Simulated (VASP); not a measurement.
Wanted: the native input for a VASP 6.6.1 run.

```
Task                   : single point
Functional             : PBE
Potentials or basis    : VASP PAW PBE potentials, release 64 (Mg, Te)
Cutoff                 : 520 eV
k mesh                 : 4 × 4 × 4
Occupations            : gaussian, width 0.2 eV
Spin                   : no spin polarisation
Dipole correction      : no
Further INCAR settings : ALGO = Normal; EDIFF = 1e-06; NBANDS = 20
```

The structure of Mg7Te lies in POSCAR:

```
Mg7Te
1.0
   -4.0547272478      4.0547272478      5.4265574827
    4.0547272478     -4.0547272478      5.4265574827
    4.0547272478      4.0547272478     -5.4265574827
Mg Te
7 1
Direct
    0.7500000000      0.2500000000      0.5000000000
    0.2500000000      0.7500000000      0.5000000000
    0.0000000000      0.6674867305      0.6674867305
    0.0000000000      0.3325132695      0.3325132695
    0.3325132695      0.0000000000      0.3325132695
    0.6674867305      0.0000000000      0.6674867305
    0.0000000000      0.0000000000      0.0000000000
    0.5000000000      0.5000000000      0.0000000000
```

The cell was generated, and may not be a known phase.

These files were run (other wordings do the same):

INCAR

```
PREC = Accurate ; ENCUT = 520
EDIFF = 1E-6 ; ISMEAR = 0
SIGMA = 0.2 ; LREAL = False
LASPH = True ; NELM = 60
ALGO = Normal ; ISIF = 2
LWAVE = False ; LCHARG = False
GGA = PE ; NBANDS = 20
```

KPOINTS

```
Automatic mesh
0
Gamma
  4 4 4
```

Potentials or basis: VASP PAW PBE potentials, release 64 (Mg, Te).

The run is started by

```bash
$ cat potpaw_PBE.64/Mg/POTCAR potpaw_PBE.64/Te/POTCAR > POTCAR
$ mpirun -np 1 vasp_std > vasp.out
```

Results of the run:

| Property | Result |
| --- | --- |
| Pressure | 0.0 GPa |
| Largest force | 0.016 eV/Å |
| Band gap on the k mesh | zero (bands 10 and 11 overlap by 0.49 eV) |

Caveat: semilocal functionals underestimate gaps, and a narrow one can read as zero; spin-orbit coupling is left out, which moves the levels of the heavy elements.

Wall time 3.5 min on 1 thread of Intel Xeon 8259CL (shared host), peak memory 0.52 GiB.
